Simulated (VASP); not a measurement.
# InP (I4/mmm) in VASP: further runs, part 2 of 2

VASP 6.6.1. Earlier steps stand in the parts before.

## Step 3: Single point, PBE

INCAR reads:

```
PREC = Accurate ; ENCUT = 520
EDIFF = 1E-7 ; ISMEAR = 0
SIGMA = 0.15 ; LREAL = F
LASPH = T ; NELM = 80
ALGO = Normal ; ISIF = 2
LWAVE = F ; LCHARG = T
GGA = PE ; LELF = T
LVHAR = T ; NBANDS = 16
```

KPOINTS reads:

```
Automatic mesh
0
Gamma
  18 18 18
```

POSCAR reads:

```
InP
1.0
    0.0000000000      2.7331787731      2.8441236977
    2.7331787731      0.0000000000      2.8441236977
    2.7331787731      2.7331787731      0.0000000000
In P
1 1
Direct
    0.0000000000      0.0000000000      0.0000000000
    0.5000000000      0.5000000000      0.5000000000
```

Potentials or basis: VASP PAW PBE potentials, release 64 (In_d, P).

Command:

```bash
> cat potpaw_PBE.64/In_d/POTCAR potpaw_PBE.64/P/POTCAR > POTCAR
> mpirun -np 1 vasp_std > vasp.out
```

OUTCAR:

```text
PREC = Accurate
   ENCUT = 520
   EDIFF = 1E-7
   ISMEAR = 0
   LREAL = F
   LASPH = T
   NELM = 80
   ISIF = 2
   GGA = PE

 ion  position               nearest neighbor table
   1  0.000  0.000  0.000-   2 2.73   2 2.73   2 2.73   2 2.73   2 2.84   2 2.84
   2  0.500  0.500  0.500-   1 2.73   1 2.73   1 2.73   1 2.73   1 2.84   1 2.84

  LATTYP: Found a body centered tetragonal cell.
 ALAT       =     3.8652984893
 C/A-ratio  =     1.4716191805

  Lattice vectors:

 A1 = (  -2.7331787731,   0.0000000000,   2.8441236977)
 A2 = (   2.7331787731,   0.0000000000,   2.8441236977)
 A3 = (   0.0000000000,   2.7331787731,  -2.8441236977)

Analysis of symmetry for initial positions (statically):
=====================================================================
 Subroutine PRICEL returns:
 Original cell was already a primitive cell.

 Routine SETGRP: Setting up the symmetry group for a
 body centered tetragonal supercell.

 Subroutine GETGRP returns: Found 16 space group operations
 (whereof 16 operations were pure point group operations)
 out of a pool of 16 trial point group operations.

The static configuration has the point symmetry D_4h.

Analysis of symmetry for dynamics (positions and initial velocities):
=====================================================================
 Subroutine PRICEL returns:
 Original cell was already a primitive cell.

 Routine SETGRP: Setting up the symmetry group for a
 body centered tetragonal supercell.

 Subroutine GETGRP returns: Found 16 space group operations
 (whereof 16 operations were pure point group operations)
 out of a pool of 16 trial point group operations.

The dynamic configuration has the point symmetry D_4h.

 Subroutine INISYM returns: Found 16 space group operations
 (whereof 16 operations are pure point group operations),
 and found     1 'primitive' translations

----------------------------------------------------------------------------------------

[... 106 lines left out ...]
   EFERMI =   0.00;   METHOD = LEGACY
   ISMEAR =     0;   SIGMA  =   0.15  broadening in eV -4-tet -1-fermi 0-gaus
   EFERMI_NEDOS =   21; number of points for ismear=-14 and -15
   IALGO  =     38    algorithm
   IMIX   =      4    mixing-type and parameters
     AMIX     =   0.40;   BMIX     =  1.00
     AMIX_MAG =   1.60;   BMIX_MAG =  1.00
  volume/ion in A,a.u.               =      21.25       143.38
  Fermi-wavevector in a.u.,A,eV,Ry     =   1.229497  2.323412 20.567423  1.511663
  Thomas-Fermi vector in A             =   2.364382
   LORBIT       =      0    0 simple, 1 ext, 2 COOP (PROOUT), +10 PAW based schemes
   GGA     = PE    functional components
   LHFCALC =     F    Hartree Fock is set to
   AEXX    =    0.0000 exact exchange contribution
   IVDW    =     0    specifies the selected vdW correction
   LEPSILON=     F    determine dielectric tensor
   LRPA    =     F    only Hartree local field effects (RPA)
 non-spin polarized calculation
 Gauss-broadening in eV      SIGMA  =   0.15
  energy-cutoff  :      520.00
  volume of cell :       42.49
 maximum number of plane-waves:      1166
 NGX is ok and might be reduce to    30
   NGX = 15   NGY = 15   NGZ = 15

 number of electron      18.0000005 magnetization

 Free energy of the ion-electron system (eV)
  ---------------------------------------------------
  ext. energy  EPLUGINS =         0.00000000
  ---------------------------------------------------
  free energy    TOTEN  =        -7.90724649 eV

  energy without entropy =       -7.89368276  energy(sigma->0) =       -7.90046462

 E-fermi :   7.0322     XC(G=0): -10.3901

 val. band max:        7.0321055998   @ k =  -0.1111   0.1111   0.0000
 cond. band min:       7.0396452931   @ k =   0.2778   0.0556   0.1111
 fundamental gap:      0.0075396933
 Fermi energy:         7.0321652133

 k-point     1 :       0.0000    0.0000    0.0000
  band No.  band energies     occupation
      1      -7.1983      2.00000
      2      -7.1950      2.00000
      3      -7.1860      2.00000
      4      -7.1655      2.00000
      5      -7.1655      2.00000
      6      -4.9788      2.00000
[... 433 lines left out ...]
      3      -7.1739      2.00000
      4      -7.1362      2.00000
      5      -7.1306      2.00000
      6      -4.2399      2.00000
[... 8 lines left out ...]
     15      15.3673      0.00000
     16      16.4497      0.00000

 [... further k-points ...]
[... 5 lines left out ...]
  --------------------------------------------------------------------------------------
  -------------------------------------------------------------------------------------
  Total        0.3995177      0.3995177     -0.6258184      0.0000000      0.0000000      0.0000000
  in kB       15.0637144     15.0637144    -23.5963226      0.0000000      0.0000000      0.0000000
  external PRESSURE =       2.1770354 kB  Pullay stress =       0.0000000 kB

 VOLUME and BASIS-vectors are now :
 -----------------------------------------------------------------------------
  energy-cutoff  :      520.00
  volume of cell :       42.49
      direct lattice vectors                 reciprocal lattice vectors
     0.000000000  2.733178773  2.844123698    -0.182937174  0.182937174  0.175801074
     2.733178773  0.000000000  2.844123698     0.182937174 -0.182937174  0.175801074
     2.733178773  2.733178773  0.000000000     0.182937174  0.182937174 -0.175801074

 POSITION                                       TOTAL-FORCE (eV/Angst)
 -----------------------------------------------------------------------------------
      0.00000      0.00000      0.00000        -0.000000     -0.000000      0.000000
      2.73318      2.73318      2.84412         0.000000      0.000000     -0.000000
 -----------------------------------------------------------------------------------
    total drift:                               -0.000000      0.000000      0.000000

  FREE ENERGIE OF THE ION-ELECTRON SYSTEM (eV)
  ---------------------------------------------------
  free  energy   TOTEN  =        -7.9072464934 eV

  energy  without entropy=       -7.8936827561  energy(sigma->0) =       -7.90046462
```

OSZICAR:

```text
N       E                     dE             d eps       ncg     rms          rms(c)
DAV:   1     0.108504520538E+03    0.10850E+03   -0.84769E+03 15520   0.132E+03
DAV:   2    -0.158666828719E+01   -0.11009E+03   -0.10516E+03 17280   0.307E+02
DAV:   3    -0.805554556260E+01   -0.64689E+01   -0.64024E+01 20128   0.704E+01
DAV:   4    -0.821090313331E+01   -0.15536E+00   -0.15528E+00 19584   0.111E+01
DAV:   5    -0.821805831191E+01   -0.71552E-02   -0.71550E-02 22864   0.212E+00    0.478E+00
DAV:   6    -0.791673329726E+01    0.30133E+00   -0.53789E-01 23232   0.122E+01    0.274E+00
DAV:   7    -0.790743824261E+01    0.92951E-02   -0.79353E-02 22360   0.231E+00    0.118E+00
DAV:   8    -0.790713873115E+01    0.29951E-03   -0.63405E-03 20024   0.100E+00    0.139E-01
DAV:   9    -0.790721610110E+01   -0.77370E-04   -0.46763E-04 23912   0.340E-01    0.815E-02
DAV:  10    -0.790723372207E+01   -0.17621E-04   -0.40600E-05 20064   0.544E-02    0.409E-02
DAV:  11    -0.790724579233E+01   -0.12070E-04   -0.12602E-05 19992   0.262E-02    0.773E-03
DAV:  12    -0.790724658245E+01   -0.79012E-06   -0.17307E-06 19704   0.197E-02    0.605E-03
DAV:  13    -0.790724649337E+01    0.89080E-07   -0.93370E-08 15432   0.287E-03
   1 F= -.79072465E+01 E0= -.79004646E+01  d E =-.135637E-01
```

stdout:

```text
POSCAR found type information on POSCAR InP
 POSCAR found :  2 types and       2 ions
 scaLAPACK will be used
 LDA part: xc-table for (Slater+PW92), standard interpolation
 POSCAR, INCAR and KPOINTS ok, starting setup
 FFT: planning ... GRIDC
 FFT: planning ... GRID_SOFT
 FFT: planning ... GRID
 WAVECAR not read
 entering main loop
```

Run time: 2.5 min. Hardware: 1 thread of Intel Xeon 6975P-C (Granite Rapids), shared host; peak memory 0.42 GiB.

Results:

```yaml
Free_energy: -7.9072 eV
Pressure: 0.2 GPa
Band_gap_on_the_k_mesh: zero (bands 9 and 10 overlap by 2.58 eV)
```

Caveat: the cell differs from its parent crystal (strain +e along x and -e along y +0.0000, strain +e along z and -e/2 along x and y +0.0267); spin-orbit coupling is left out, which moves the levels of the heavy elements.
